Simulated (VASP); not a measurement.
# MnSnO4 (P4/mmm) in VASP: further runs, part 2 of 2

VASP 6.6.1. Earlier steps stand in the parts before.

### 4 Single point, PBE, collinear spin, ferromagnetic start

This run uses another cell than the first one, of 12.42 Å³/atom.

Input file INCAR:

```
PREC = Accurate
ENCUT = 520
EDIFF = 1E-6
ISMEAR = 0
SIGMA = 0.1
LREAL = False
LASPH = True
NELM = 150
ALGO = Normal
ISIF = 2
LWAVE = False
LCHARG = False
ISPIN = 2
MAGMOM = 1.09 0 0 0 0 0
LORBIT = 11
LMAXMIX = 4
GGA = PE
NBANDS = 38
```

Input file KPOINTS:

```
Automatic mesh
0
Gamma
  6 6 4
```

Input file POSCAR:

```
MnSnO4
1.0
    3.4424663301      0.0000000000      0.0000000000
    0.0000000000      3.4424663301      0.0000000000
    0.0000000000      0.0000000000      6.2892223933
Mn Sn O
1 1 4
Direct
    0.0000000000      0.0000000000      0.0000000000
    0.5000000000      0.5000000000      0.5000000000
    0.0000000000      0.0000000000      0.6915820714
    0.5000000000      0.0000000000      0.0000000000
    0.0000000000      0.5000000000      0.0000000000
    0.0000000000      0.0000000000      0.3084179286
```

Potentials or basis: VASP PAW PBE potentials, release 64 (Mn_pv, Sn_d, O).

On the command line:

```console
cat potpaw_PBE.64/Mn_pv/POTCAR potpaw_PBE.64/Sn_d/POTCAR potpaw_PBE.64/O/POTCAR > POTCAR
mpirun -np 1 vasp_std > vasp.out
```

OUTCAR:

```text
PREC = Accurate
   ENCUT = 520
   EDIFF = 1E-6
   ISMEAR = 0
   LREAL = False
   LASPH = True
   NELM = 150
   ISIF = 2
   ISPIN = 2
   LORBIT = 11
   GGA = PE

 ion  position               nearest neighbor table
   1  0.000  0.000  0.000-   4 1.72   5 1.72   5 1.72   4 1.72   3 1.94   6 1.94
   2  0.500  0.500  0.500-   3 2.72   6 2.72   3 2.72   6 2.72   3 2.72   6 2.72   3 2.72   6 2.72

   3  0.000  0.000  0.692-   1 1.94   2 2.72   2 2.72   2 2.72   2 2.72
   4  0.500  0.000  0.000-   1 1.72   1 1.72
   5  0.000  0.500  0.000-   1 1.72   1 1.72
   6  0.000  0.000  0.308-   1 1.94   2 2.72   2 2.72   2 2.72   2 2.72

  LATTYP: Found a simple tetragonal cell.
 ALAT       =     3.4424663301
 C/A-ratio  =     1.8269524783

  Lattice vectors:

 A1 = (   3.4424663301,   0.0000000000,   0.0000000000)
 A2 = (   0.0000000000,   3.4424663301,   0.0000000000)
 A3 = (   0.0000000000,   0.0000000000,   6.2892223933)

Analysis of symmetry for initial positions (statically):
=====================================================================
 Subroutine PRICEL returns:
 Original cell was already a primitive cell.

 Routine SETGRP: Setting up the symmetry group for a
 simple tetragonal supercell.

 Subroutine GETGRP returns: Found 16 space group operations
 (whereof 16 operations were pure point group operations)
 out of a pool of 16 trial point group operations.

The static configuration has the point symmetry D_4h.

Analysis of symmetry for dynamics (positions and initial velocities):
=====================================================================
 Subroutine PRICEL returns:
 Original cell was already a primitive cell.

 Routine SETGRP: Setting up the symmetry group for a
 simple tetragonal supercell.

 Subroutine GETGRP returns: Found 16 space group operations
 (whereof 16 operations were pure point group operations)
 out of a pool of 16 trial point group operations.

The dynamic configuration has the point symmetry D_4h.

Analysis of structural, dynamic, and magnetic symmetry:
=====================================================================
 Subroutine PRICEL returns:
 Original cell was already a primitive cell.

 Routine SETGRP: Setting up the symmetry group for a
 simple tetragonal supercell.

 Subroutine GETGRP returns: Found 16 space group operations
 (whereof 16 operations were pure point group operations)
 out of a pool of 16 trial point group operations.

The overall configuration has the point symmetry D_4h.

 Subroutine INISYM returns: Found 16 space group operations
 (whereof 16 operations are pure point group operations),
 and found     1 'primitive' translations

----------------------------------------------------------------------------------------

                                     Primitive cell

  volume of cell :      74.5309

  direct lattice vectors                    reciprocal lattice vectors
     3.442466330  0.000000000  0.000000000     0.290489406  0.000000000  0.000000000
     0.000000000  3.442466330  0.000000000     0.000000000  0.290489406  0.000000000
     0.000000000  0.000000000  6.289222393     0.000000000  0.000000000  0.159002169

  length of vectors
     3.442466330  3.442466330  6.289222393     0.290489406  0.290489406  0.159002169

  position of ions in fractional coordinates (direct lattice)
[... 93 lines left out ...]
   ISIF   =      2    stress and relaxation
   ISYM   =      2    0-nonsym 1-usesym 2-fastsym
   POTIM  = 0.5000    time-step for ionic-motion
   TEBEG  =    0.0;   TEEND  =   0.0 temperature during run
   PSTRESS=    0.0 pullay stress
   NELECT =      51.0000    total number of electrons
   NUPDOWN=      -1.0000    fix difference up-down
   EMIN   =  10.00;   EMAX   =-10.00  energy-range for DOS
   EFERMI =   0.00;   METHOD = LEGACY
   ISMEAR =     0;   SIGMA  =   0.10  broadening in eV -4-tet -1-fermi 0-gaus
   EFERMI_NEDOS =   21; number of points for ismear=-14 and -15
   IALGO  =     38    algorithm
   IMIX   =      4    mixing-type and parameters
     AMIX     =   0.40;   BMIX     =  1.00
     AMIX_MAG =   1.60;   BMIX_MAG =  1.00
  volume/ion in A,a.u.               =      12.42        83.83
  Fermi-wavevector in a.u.,A,eV,Ry     =   1.442623  2.726162 28.315906  2.081160
  Thomas-Fermi vector in A             =   2.561122
   LORBIT       =     11    0 simple, 1 ext, 2 COOP (PROOUT), +10 PAW based schemes
   GGA     = PE    functional components
   LHFCALC =     F    Hartree Fock is set to
   AEXX    =    0.0000 exact exchange contribution
   IVDW    =     0    specifies the selected vdW correction
   LEPSILON=     F    determine dielectric tensor
   LRPA    =     F    only Hartree local field effects (RPA)
 spin polarized calculation
 Gauss-broadening in eV      SIGMA  =   0.10
  energy-cutoff  :      520.00
  volume of cell :       74.53
 maximum number of plane-waves:      2027
 NGX is ok and might be reduce to    28
   NGX = 13   NGY = 13   NGZ = 23

 number of electron      50.9999971 magnetization       0.8739014

 Free energy of the ion-electron system (eV)
  ---------------------------------------------------
  ext. energy  EPLUGINS =         0.00000000
  ---------------------------------------------------
  free energy    TOTEN  =       -37.89378416 eV

  energy without entropy =      -37.87627689  energy(sigma->0) =      -37.88503053

 E-fermi :   4.5803     XC(G=0): -10.8490

 val. band max:        4.5711305278   @ k =   0.1667   0.0000   0.5000
 cond. band min:       4.5993590687   @ k =   0.3333   0.1667   0.2500
 fundamental gap:      0.0282285410
 Fermi energy:         4.5802973456

 spin component 1

 k-point     1 :       0.0000    0.0000    0.0000
  band No.  band energies     occupation
      1     -45.6648      1.00000
      2     -45.6648      1.00000
      3     -45.2736      1.00000
      4     -16.5568      1.00000
      5     -16.5543      1.00000
      6     -16.4688      1.00000
[... 949 lines left out ...]
     36      18.1665      0.00000
     37      19.0065      0.00000

 [... further k-points ...]

 spin component 2

 k-point     1 :       0.0000    0.0000    0.0000
  band No.  band energies     occupation
      1     -44.9322      1.00000
      2     -44.9322      1.00000
      3     -44.3336      1.00000
      4     -16.5549      1.00000
      5     -16.5509      1.00000
      6     -16.4655      1.00000
[... 949 lines left out ...]
     36      18.1597      0.00000
     37      19.0379      0.00000

 [... further k-points ...]

 [bands above 37 left out]

------------------------ aborting loop because EDIFF is reached ----------------------------------------

  FORCE on cell =-STRESS in cart. coord.  units (eV):
  Direction    XX          YY          ZZ          XY          YZ          ZX
  --------------------------------------------------------------------------------------
  -------------------------------------------------------------------------------------
  Total        0.1922610      0.1922610      0.2235652      0.0000000      0.0000000      0.0000000
  in kB        4.1329998      4.1329998      4.8059403      0.0000000      0.0000000      0.0000000
  external PRESSURE =       4.3573133 kB  Pullay stress =       0.0000000 kB

 VOLUME and BASIS-vectors are now :
 -----------------------------------------------------------------------------
  energy-cutoff  :      520.00
  volume of cell :       74.53
      direct lattice vectors                 reciprocal lattice vectors
     3.442466330  0.000000000  0.000000000     0.290489406  0.000000000  0.000000000
     0.000000000  3.442466330  0.000000000     0.000000000  0.290489406  0.000000000
     0.000000000  0.000000000  6.289222393     0.000000000  0.000000000  0.159002169

 POSITION                                       TOTAL-FORCE (eV/Angst)
 -----------------------------------------------------------------------------------
      0.00000      0.00000      0.00000         0.000000      0.000000      0.000000
      1.72123      1.72123      3.14461         0.000000      0.000000      0.000000
      0.00000      0.00000      4.34951        -0.000000     -0.000000     -0.084355
      1.72123      0.00000      0.00000         0.000000      0.000000      0.000000
      0.00000      1.72123      0.00000         0.000000      0.000000      0.000000
      0.00000      0.00000      1.93971        -0.000000     -0.000000      0.084355
 -----------------------------------------------------------------------------------
    total drift:                                0.000000      0.000000      0.000000

  FREE ENERGIE OF THE ION-ELECTRON SYSTEM (eV)
  ---------------------------------------------------
  free  energy   TOTEN  =       -37.8937841583 eV

  energy  without entropy=      -37.8762768929  energy(sigma->0) =      -37.88503053

 total charge

# of ion       s       p       d       tot
------------------------------------------
    1        0.443   6.673   5.083  12.200
    2        1.356   0.455   9.991  11.802
    3        1.594   3.265   0.000   4.859
    4        1.594   3.425   0.000   5.019
    5        1.594   3.425   0.000   5.019
    6        1.594   3.265   0.000   4.859
--------------------------------------------------
tot          8.174  20.509  15.074  43.758

 magnetization (x)

# of ion       s       p       d       tot
------------------------------------------
    1        0.001   0.005   0.704   0.710
    2        0.007   0.000   0.001   0.008
    3        0.002   0.087   0.000   0.089
    4       -0.001  -0.036   0.000  -0.037
    5       -0.001  -0.036   0.000  -0.037
    6        0.002   0.087   0.000   0.089
--------------------------------------------------
tot          0.010   0.106   0.705   0.821
```

Run time: 3.6 min. Hardware: 1 thread of Intel Xeon Platinum 8488C (Sapphire Rapids), shared host; peak memory 0.3 GiB.

What came out:

* Free energy: -37.8938 eV
* Pressure: 0.4 GPa
* Largest force: 0.084 eV/Å
* Net moment: 0.87 μB per cell
* Site moments: Mn +0.71; Sn +0.01; O +0.09, -0.04 (each value once) μB
* Valence electrons inside the program's atomic spheres: Mn 12.20; Sn 11.80; O 4.86, 5.02 (each value once)

Forces on the atoms (eV/Å):
```
Mn   0.000  0.000  0.000
Sn   0.000  0.000  0.000
O    0.000  0.000 -0.084
O    0.000  0.000  0.000
O    0.000  0.000  0.000
O    0.000  0.000  0.084
```

Caveat: spin-orbit coupling is left out, which moves the levels of the heavy elements; a cell with one magnetic atom can't hold antiferromagnetic order, which such compounds often take; semilocal functionals often make such compounds metallic where correlation or magnetic order opens a gap, which also shifts bond lengths. With open d or f shells a metallic result of PBE can be an artefact of self-interaction; +U or a hybrid may open a gap.

### 5 Overview

```tsv
cell	k mesh	gap on the mesh (eV)	pressure (GPa)	moment (μB)	largest force (eV/Å)
a = 3.460, b = 3.460, c = 6.241 Å, 6 atoms, atomic positions A	4 × 4 × 4	none	0.6	1.13	0.08
a = 4.059, b = 4.059, c = 6.549 Å, 6 atoms, atomic positions B	4 × 4 × 4	none	-18.9	1.00	1.14
a = 3.442, b = 3.442, c = 6.289 Å, 6 atoms, atomic positions C	6 × 6 × 4	none	0.4	0.87	0.08
```

Alike in all rows: task single point; level PBE; potentials or basis VASP PAW PBE potentials, release 64 (Mn_pv, Sn_d, O); spin collinear, ferromagnetic start; cutoff (eV) 520; smearing gaussian 0.1 eV.

Caveats: some runs use coarse meshes; spin-orbit coupling is left out, which moves the levels of the heavy elements; a cell with one magnetic atom can't hold antiferromagnetic order, which such compounds often take; semilocal functionals often make such compounds metallic where correlation or magnetic order opens a gap, which also shifts bond lengths; forces of over 1 eV/Å act on the atoms, so gaps and moduli don't describe the material at rest (at least some runs).

Absolute energies hang on the potentials; compare differences alone.

The gap in the log of VASP goes by the Fermi energy; the results here count the filled bands.